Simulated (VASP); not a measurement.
# WSe2 (P6_3/mmc) in VASP: further runs

The runs below take WSe2 through single point, with PBEsol.

All numbers are computed with VASP 6.6.1; they aren't measurements. Logs are shortened: lines on timing, memory, paths and dates and some standing lists are left out, and cuts for length are marked.

**Experimental background.**

From “Time-resolved XUV ARPES with tunable 24–33 eV laser pulses at 30 meV resolution”, 2019, pmc:6684652, for a bulk crystal of WSe2: band gap 1.3 eV (indirect).

How close the calculation comes is told below.

### 1 The cell of the first run

The structure is hexagonal, space group P6_3/mmc (No. 194). Conventional cell: a = 3.271 Å, b = 3.271 Å, c = 13.221 Å, α = 90.00°, β = 90.00°, γ = 120.00°. W (site symmetry -6m2) has 6 Se at 2.52 Å and 6 W at 3.27 Å within 3.3 Å. Within 3.4 Å of Se (site symmetry 3m) lie 3 W at 2.52 Å and 7 Se at 3.27 to 3.35 Å.

### 2 Single point, PBEsol

File INCAR:

```
PREC = Accurate ; ENCUT = 520
EDIFF = 1E-7 ; ISMEAR = 0
SIGMA = 0.01 ; LREAL = F
LASPH = T ; NELM = 60
ALGO = Normal ; ISIF = 2
LWAVE = F ; LCHARG = F
GGA = PS ; NBANDS = 35
ISYM = 0
```

File KPOINTS:

```
Automatic mesh
0
Gamma
  12 12 2
  0.5 0.5 0.5
```

File POSCAR:

```
WSe2
1.0
    3.2711663665      0.0000093115      0.0000000000
   -1.6355751193      2.8329178291      0.0000000000
    0.0000000000      0.0000000000     13.2207698787
W Se
2 4
Direct
    0.3333337400      0.6666662600      0.2500000000
    0.6666662600      0.3333337400      0.7500000000
    0.3333320445      0.6666679555      0.6233680267
    0.6666679555      0.3333320445      0.1233680267
    0.3333320445      0.6666679555      0.8766319733
    0.6666679555      0.3333320445      0.3766319733
```

Potentials or basis: VASP PAW PBE potentials, release 64 (W_sv, Se).

Started as:

```bash
> cat potpaw_PBE.64/W_sv/POTCAR potpaw_PBE.64/Se/POTCAR > POTCAR
> mpirun -np 1 vasp_std > vasp.out
```

OUTCAR:

```text
PREC = Accurate
   ENCUT = 520
   EDIFF = 1E-7
   ISMEAR = 0
   LREAL = F
   LASPH = T
   NELM = 60
   ISIF = 2
   GGA = PS
   ISYM = 0

 ion  position               nearest neighbor table
   1  0.333  0.667  0.250-   4 2.52   6 2.52   4 2.52   6 2.52   4 2.52   6 2.52
   2  0.667  0.333  0.750-   3 2.52   5 2.52   3 2.52   5 2.52   3 2.52   5 2.52
   3  0.333  0.667  0.623-   2 2.52   2 2.52   2 2.52
   4  0.667  0.333  0.123-   1 2.52   1 2.52   1 2.52
   5  0.333  0.667  0.877-   2 2.52   2 2.52   2 2.52
   6  0.667  0.333  0.377-   1 2.52   1 2.52   1 2.52

IMPORTANT INFORMATION: All symmetrisations will be switched off!
NOSYMM: (Re-)initialisation of all symmetry stuff for point group C_1.

----------------------------------------------------------------------------------------

                                     Primitive cell

  volume of cell :     122.5164

  direct lattice vectors                    reciprocal lattice vectors
     3.271166367  0.000009312  0.000000000     0.305700855  0.176495311  0.000000000
    -1.635575119  2.832917829  0.000000000    -0.000001005  0.352992362  0.000000000
     0.000000000  0.000000000 13.220769879     0.000000000  0.000000000  0.075638560

  length of vectors
     3.271166367  3.271166366 13.220769879     0.352992362  0.352992362  0.075638560

  position of ions in fractional coordinates (direct lattice)
     0.333333740  0.666666260  0.250000000
     0.666666260  0.333333740  0.750000000
     0.333332044  0.666667956  0.623368027
     0.666667956  0.333332044  0.123368027
     0.333332044  0.666667956  0.876631973
     0.666667956  0.333332044  0.376631973

  ion indices of the primitive-cell ions
   primitive index   ion index
                 1           1
                 2           2
                 3           3
                 4           4
                 5           5
                 6           6

----------------------------------------------------------------------------------------

 KPOINTS: Automatic mesh

Automatic generation of k-mesh.
 Grid dimensions read from file:
 generate k-points for:   12   12    2

 Generating k-lattice:

  Cartesian coordinates                     Fractional coordinates (reciprocal lattice)
     0.025475071  0.014707943  0.000000000     0.083333333  0.000000000  0.000000000
    -0.000000084  0.029416030  0.000000000    -0.000000000  0.083333333  0.000000000
     0.000000000  0.000000000  0.037819280     0.000000000  0.000000000  0.500000000

  Length of vectors
     0.029416030  0.029416030  0.037819280

  Shift w.r.t. Gamma in fractional coordinates (k-lattice)
     0.500000000  0.500000000  0.500000000

 Subroutine IBZKPT returns following result:
 ===========================================

 Found    432 irreducible k-points:

 Following reciprocal coordinates:
            Coordinates               Weight
  0.041667  0.041667  0.250000      2.000000
 -0.041667  0.083333  0.250000      2.000000
 -0.083333  0.041667  0.250000      2.000000
 -0.041667 -0.041667  0.250000      2.000000
  0.041667 -0.083333  0.250000      2.000000
  0.083333 -0.041667  0.250000      2.000000
[... 16 lines left out ...]
  0.041667 -0.250000  0.250000      2.000000
  0.250000 -0.208333  0.250000      2.000000
 [... further k-points ...]
   k-points           NKPTS =    432   k-points in BZ     NKDIM =    432   number of bands    NBANDS=     35
   number of dos      NEDOS =    301   number of ions     NIONS =      6
   total plane-waves  NPLWV =  56448
   dimension x,y,z NGX =    24 NGY =   24 NGZ =   98
   dimension x,y,z NGXF=    48 NGYF=   48 NGZF=  196
   ions per type =               2   4
   NGX,Y,Z   is equivalent  to a cutoff of  12.20, 12.20, 12.32 a.u.
   NGXF,Y,Z  is equivalent  to a cutoff of  24.39, 24.39, 24.65 a.u.
 SYSTEM =  unknown system
   PREC   = accura    normal or accurate (medium, high low for compatibility)
   ISTART =      0    job   : 0-new  1-cont  2-samecut
   ICHARG =      2    charge: 1-file 2-atom 10-const
   ISPIN  =      1    spin polarized calculation?
   LNONCOLLINEAR =      F non collinear calculations
   LSORBIT =      F    spin-orbit coupling
   LASPH  =      T    aspherical Exc in radial PAW
   ENCUT  =  520.0 eV  38.22 Ry    6.18 a.u.   6.08  6.08 24.58*2*pi/ulx,y,z
   NELM   =     60;   NELMIN=  2; NELMDL= -5     # of ELM steps
   EDIFF  = 0.1E-06   stopping-criterion for ELM
   LREAL  =      F    real-space projection
   EDIFFG = 0.1E-05   stopping-criterion for IOM
   NSW    =      0    number of steps for IOM
   IBRION =     -1    ionic relax: 0-MD 1-quasi-New 2-CG
   NFREE  =      0    steps in history (QN), initial steepest desc. (CG)
   ISIF   =      2    stress and relaxation
   ISYM   =      0    0-nonsym 1-usesym 2-fastsym
   POTIM  = 0.5000    time-step for ionic-motion
   TEBEG  =    0.0;   TEEND  =   0.0 temperature during run
   PSTRESS=    0.0 pullay stress
   NELECT =      52.0000    total number of electrons
[... 24 lines left out ...]
   NGX = 13   NGY = 13   NGZ = 49

 number of electron      51.9999993 magnetization

 Free energy of the ion-electron system (eV)
  ---------------------------------------------------
  ext. energy  EPLUGINS =         0.00000000
  ---------------------------------------------------
  free energy    TOTEN  =       -46.55111010 eV

  energy without entropy =      -46.55111010  energy(sigma->0) =      -46.55111010

 E-fermi :   6.0458     XC(G=0): -10.8345

 val. band max:        5.8640502414   @ k =   0.0417  -0.0417   0.2500
 cond. band min:       7.1019980114   @ k =   0.3750  -0.2083   0.2500
 fundamental gap:      1.2379477701
 Fermi energy:         6.0458366478

 k-point     1 :       0.0417    0.0417    0.2500
  band No.  band energies     occupation
      1     -68.2205      2.00000
      2     -68.2204      2.00000
      3     -32.4836      2.00000
      4     -32.4835      2.00000
      5     -32.3493      2.00000
      6     -32.3493      2.00000
[... 27 lines left out ...]
     34       8.9444      0.00000
     35      11.1180      0.00000

 k-point     2 :      -0.0417    0.0833    0.2500
  band No.  band energies     occupation
      1     -68.2205      2.00000
      2     -68.2204      2.00000
      3     -32.4836      2.00000
      4     -32.4835      2.00000
      5     -32.3493      2.00000
      6     -32.3493      2.00000
[... 27 lines left out ...]
     34       8.9444      0.00000
     35      11.1183      0.00000

 k-point     3 :      -0.0833    0.0417    0.2500
  band No.  band energies     occupation
      1     -68.2205      2.00000
      2     -68.2204      2.00000
      3     -32.4836      2.00000
      4     -32.4835      2.00000
      5     -32.3493      2.00000
      6     -32.3493      2.00000
[... 27 lines left out ...]
     34       8.9444      0.00000
     35      11.1181      0.00000

 k-point     4 :      -0.0417   -0.0417    0.2500
  band No.  band energies     occupation
      1     -68.2205      2.00000
      2     -68.2204      2.00000
      3     -32.4836      2.00000
      4     -32.4835      2.00000
      5     -32.3493      2.00000
      6     -32.3493      2.00000
[... 27 lines left out ...]
     34       8.9444      0.00000
     35      11.1180      0.00000

 k-point     5 :       0.0417   -0.0833    0.2500
  band No.  band energies     occupation
      1     -68.2205      2.00000
      2     -68.2204      2.00000
      3     -32.4836      2.00000
      4     -32.4835      2.00000
      5     -32.3493      2.00000
      6     -32.3493      2.00000
[... 638 lines left out ...]
 k-point    22 :      -0.2083   -0.0417    0.2500
  band No.  band energies     occupation
      1     -68.2160      2.00000
      2     -68.2160      2.00000
      3     -32.4645      2.00000
      4     -32.4644      2.00000
      5     -32.4473      2.00000
      6     -32.4472      2.00000
[... 27 lines left out ...]
     34       9.8309      0.00000
     35      12.4517      0.00000

 k-point    23 :       0.0417   -0.2500    0.2500
  band No.  band energies     occupation
      1     -68.2160      2.00000
      2     -68.2160      2.00000
      3     -32.4645      2.00000
      4     -32.4644      2.00000
      5     -32.4473      2.00000
      6     -32.4472      2.00000
[... 27 lines left out ...]
     34       9.8309      0.00000
     35      12.4527      0.00000

 k-point    24 :       0.2500   -0.2083    0.2500
  band No.  band energies     occupation
      1     -68.2160      2.00000
      2     -68.2160      2.00000
      3     -32.4645      2.00000
      4     -32.4644      2.00000
      5     -32.4473      2.00000
      6     -32.4472      2.00000
[... 27 lines left out ...]
     34       9.8309      0.00000
     35      12.4518      0.00000

 [... further k-points ...]

------------------------ aborting loop because EDIFF is reached ----------------------------------------

  FORCE on cell =-STRESS in cart. coord.  units (eV):
  Direction    XX          YY          ZZ          XY          YZ          ZX
  --------------------------------------------------------------------------------------
  -------------------------------------------------------------------------------------
  Total        0.2790875      0.2787265      0.3948462     -0.0003121      0.0000007      0.0000003
  in kB        3.6496983      3.6449762      5.1635031     -0.0040808      0.0000093      0.0000044
  external PRESSURE =       4.1527259 kB  Pullay stress =       0.0000000 kB

 VOLUME and BASIS-vectors are now :
 -----------------------------------------------------------------------------
  energy-cutoff  :      520.00
  volume of cell :      122.52
      direct lattice vectors                 reciprocal lattice vectors
     3.271166367  0.000009312  0.000000000     0.305700855  0.176495311  0.000000000
    -1.635575119  2.832917829  0.000000000    -0.000001005  0.352992362  0.000000000
     0.000000000  0.000000000 13.220769879     0.000000000  0.000000000  0.075638560

 POSITION                                       TOTAL-FORCE (eV/Angst)
 -----------------------------------------------------------------------------------
      0.00001      1.88861      3.30519         0.000038     -0.000022      0.000000
      1.63558      0.94431      9.91558        -0.000038      0.000022     -0.000000
     -0.00000      1.88862      8.24141         0.000020     -0.000011     -0.060620
      1.63559      0.94431      1.63102        -0.000020      0.000011     -0.060641
     -0.00000      1.88862     11.58975         0.000020     -0.000011      0.060620
      1.63559      0.94431      4.97936        -0.000020      0.000011      0.060642
 -----------------------------------------------------------------------------------
    total drift:                               -0.000000      0.000000     -0.000001

  FREE ENERGIE OF THE ION-ELECTRON SYSTEM (eV)
  ---------------------------------------------------
  free  energy   TOTEN  =       -46.5511101032 eV

  energy  without entropy=      -46.5511101032  energy(sigma->0) =      -46.55111010
```

It took 16 min on 1 thread of Intel Xeon Platinum 8488C (Sapphire Rapids), shared host; peak memory 1.4 GiB.

Results:

```
Free energy            : -46.5511 eV
Pressure               : 0.4 GPa
Largest force          : 0.061 eV/Å
Band gap on the k mesh : 1.24 eV (least direct gap 1.78 eV)
```

Forces in eV/Å, atoms in the order of the input:
```
W    0.000  0.000  0.000
W    0.000  0.000  0.000
Se   0.000  0.000 -0.061
Se   0.000  0.000 -0.061
Se   0.000  0.000  0.061
Se   0.000  0.000  0.061
```

Levels at points of the mesh, in eV from the valence-band top:
```
           k point  band 23  band 24  band 25  band 26  band 27  band 28  band 29  band 30
(0.04, 0.04, 0.25)    -1.34    -1.24    -0.48    -0.07     2.70     2.71     2.76     2.83
```

Caveat: the PAW data sets were made with another functional, which shifts forces and pressure a little; spin-orbit coupling is left out, which moves the levels of the heavy elements; a shifted mesh leaves out Γ, where band edges can lie; this functional lacks dispersion, which binds layers or chains, so the pressure and a relaxed spacing across them are unreliable.

### 3 Single point, PBEsol

File INCAR:

```
SYSTEM = WSe2
PREC = Accurate
ENCUT = 520
EDIFF = 1E-6
ISMEAR = 0
SIGMA = 0.05
LREAL = .False.
LASPH = .True.
NELM = 80
ALGO = Normal
ISIF = 2
LWAVE = .False.
LCHARG = .False.
GGA = PS
NBANDS = 35
```

File KPOINTS:

```
Automatic mesh
0
Gamma
  9 9 2
  0 0 0
```

File POSCAR:

```
WSe2
1.0
   -3.2711504052      0.0000000000      0.0000000000
   -1.6355752026     -2.8328993505      0.0000000000
    0.0000000000      0.0000000000     13.2206689562
W Se
2 4
Direct
    0.3333333333      0.3333333333      0.2500000000
    0.6666666667      0.6666666667      0.7500000000
    0.3333333333      0.3333333333      0.6233861811
    0.6666666667      0.6666666667      0.1233861811
    0.3333333333      0.3333333333      0.8766138189
    0.6666666667      0.6666666667      0.3766138189
```

Potentials or basis: VASP PAW PBE potentials, release 64 (W_sv, Se).

Started as:

```bash
> cat potpaw_PBE.64/W_sv/POTCAR potpaw_PBE.64/Se/POTCAR > POTCAR
> mpirun -np 1 vasp_std > vasp.out
```

Wall time 1.9 min (1 thread of Intel Xeon Platinum 8375C at 2.90GHz (Ice Lake), shared host); peak memory 0.27 GiB.

It converged, with:

```yaml
Free_energy: -46.5503 eV
Pressure: 0.4 GPa
Largest_force: 0.066 eV/Å
Band_gap_on_the_k_mesh: 1.13 eV (least direct gap 1.59 eV)
```

Forces in eV/Å, atoms in the order of the input:
```
W    0.000  0.000  0.000
W    0.000  0.000  0.000
Se   0.000  0.000 -0.066
Se   0.000  0.000 -0.066
Se   0.000  0.000  0.066
Se   0.000  0.000  0.066
```

Stress tensor (GPa, compression positive):
```
0.38 0.00 0.00
0.00 0.38 0.00
0.00 0.00 0.56
```

Levels at points of the mesh, in eV from the valence-band top:
```tsv
k point	band 24	band 25	band 26	band 27	band 28	band 29
(0.00, 0.00, 0.00)	-1.19	-1.09	0.00	2.80	2.80	2.84
(0.00, 0.00, 0.50)	-1.41	-0.24	-0.24	2.81	2.81	2.81
```

Caveat: the PAW data sets were made with another functional, which shifts forces and pressure a little; spin-orbit coupling is left out, which moves the levels of the heavy elements; this functional lacks dispersion, which binds layers or chains, so the pressure and a relaxed spacing across them are unreliable.

### 4 Single point, PBEsol

File INCAR:

```
SYSTEM = WSe2
PREC     = Accurate       ! precision mode
ENCUT    = 520            ! plane-wave cutoff, eV
EDIFF    = 1E-6           ! SCF threshold, eV
ISMEAR   = 0              ! smearing method
SIGMA    = 0.02           ! smearing width, eV
LREAL    = .FALSE.        ! projectors in reciprocal space
LASPH    = .TRUE.         ! aspherical terms in the spheres
NELM     = 100            ! most SCF steps
ALGO     = Normal         ! electronic algorithm
ISIF     = 2              ! what is computed and relaxed
LWAVE    = .FALSE.        ! write WAVECAR
LCHARG   = .TRUE.         ! write CHGCAR
GGA      = PS             ! functional
LELF     = .TRUE.         ! ELF
LVHAR    = .TRUE.       
NBANDS   = 35             ! bands
```

File KPOINTS:

```
Automatic mesh
0
G
  12 12 2
  0 0 0
```

File POSCAR:

```
WSe2
1.0
    3.2711504052      0.0000000000      0.0000000000
   -1.6355752026      2.8328993506      0.0000000000
    0.0000000000      0.0000000000     13.2206689562
W Se
2 4
Direct
    0.3333333333      0.6666666667      0.2500000000
    0.6666666667      0.3333333333      0.7500000000
    0.3333333333      0.6666666667      0.6233861811
    0.6666666667      0.3333333333      0.1233861811
    0.3333333333      0.6666666667      0.8766138189
    0.6666666667      0.3333333333      0.3766138189
```

Started as:

```bash
> cat potpaw_PBE.64/W_sv/POTCAR potpaw_PBE.64/Se/POTCAR > POTCAR
> mpirun -np 1 vasp_std > vasp.out
```

It took 2.9 min on 1 thread of Intel Xeon Platinum 8375C at 2.90GHz (Ice Lake), shared host; peak memory 0.3 GiB.

It converged, with:

```
Free energy            : -46.5506 eV
Pressure               : 0.4 GPa
Largest force          : 0.065 eV/Å
Band gap on the k mesh : 1.04 eV (least direct gap 1.59 eV)
```

Forces on the atoms (eV/Å):
```
W    0.000  0.000  0.000
W    0.000  0.000  0.000
Se   0.000  0.000 -0.065
Se   0.000  0.000 -0.065
Se   0.000  0.000  0.065
Se   0.000  0.000  0.065
```

Stress tensor (GPa, compression positive):
```
0.38 0.00 0.00
0.00 0.38 0.00
0.00 0.00 0.56
```

Levels at points of the mesh, in eV from the valence-band top:
| k point | band 24 | band 25 | band 26 | band 27 | band 28 | band 29 |
| --- | --- | --- | --- | --- | --- | --- |
| (0.00, 0.00, 0.00) | -1.19 | -1.09 | 0.00 | 2.80 | 2.80 | 2.84 |
| (0.50, 0.00, 0.00) | -1.23 | -1.19 | -0.99 | 2.28 | 2.31 | 2.42 |
| (0.00, 0.00, 0.50) | -1.41 | -0.24 | -0.24 | 2.81 | 2.81 | 2.81 |
| (0.50, 0.00, 0.50) | -1.28 | -1.09 | -1.09 | 2.29 | 2.29 | 2.63 |

Caveat: the PAW data sets were made with another functional, which shifts forces and pressure a little; spin-orbit coupling is left out, which moves the levels of the heavy elements; this functional lacks dispersion, which binds layers or chains, so the pressure and a relaxed spacing across them are unreliable.

### 5 Summary

```tsv
cell	k mesh	smearing	gap on the mesh (eV)	pressure (GPa)	largest force (eV/Å)
a = 3.271, b = 3.271, c = 13.221 Å, angles 90.0, 90.0, 120.0°, 6 atoms	12 × 12 × 2, shifted	gaussian 0.01 eV	1.24	0.4	0.06
a = 3.271, b = 3.271, c = 13.221 Å, angles 90.0, 90.0, 60.0°, 6 atoms	9 × 9 × 2	gaussian 0.05 eV	1.13	0.4	0.07
a = 3.271, b = 3.271, c = 13.221 Å, angles 90.0, 90.0, 120.0°, 6 atoms	12 × 12 × 2	gaussian 0.02 eV	1.04	0.4	0.07
```

Alike in all rows: task single point; level PBEsol; potentials or basis VASP PAW PBE potentials, release 64 (W_sv, Se); no spin polarisation; cutoff (eV) 520.

Caveats: the PAW data sets were made with another functional, which shifts forces and pressure a little; spin-orbit coupling is left out, which moves the levels of the heavy elements; this functional lacks dispersion, which binds layers or chains, so the pressure and a relaxed spacing across them are unreliable; a shifted mesh leaves out Γ, where band edges can lie (at least some runs).

Absolute energies hang on the potentials; compare differences alone.

### 6 Against experiment

Step 2. Against the measured gap of WSe2, 1.3 eV (indirect; “Time-resolved XUV ARPES with tunable 24–33 eV laser pulses at 30 meV resolution”, 2019, pmc:6684652), the calculated 1.24 eV is off by -0.06 eV. Spin-orbit coupling on Se, W is left out. The value is that of PBEsol on a finite k mesh, which can miss the band edges, without temperature or zero-point motion. Semilocal functionals fall short of measured gaps as a rule.

Step 3. Measured gap of WSe2: 1.3 eV (indirect; “Time-resolved XUV ARPES with tunable 24–33 eV laser pulses at 30 meV resolution”, 2019, pmc:6684652). This calculation gives 1.13 eV (-0.17 eV). Spin-orbit coupling on Se, W is left out. The value is that of PBEsol on a finite k mesh, which can miss the band edges, without temperature or zero-point motion. Semilocal functionals fall short of measured gaps as a rule.

Step 4. A measured gap of WSe2 is 1.3 eV (indirect; “Time-resolved XUV ARPES with tunable 24–33 eV laser pulses at 30 meV resolution”, 2019, pmc:6684652); the calculated 1.04 eV misses it by -0.26 eV. Spin-orbit coupling on Se, W is left out. The value is that of PBEsol on a finite k mesh, which can miss the band edges, without temperature or zero-point motion. Semilocal functionals fall short of measured gaps as a rule.
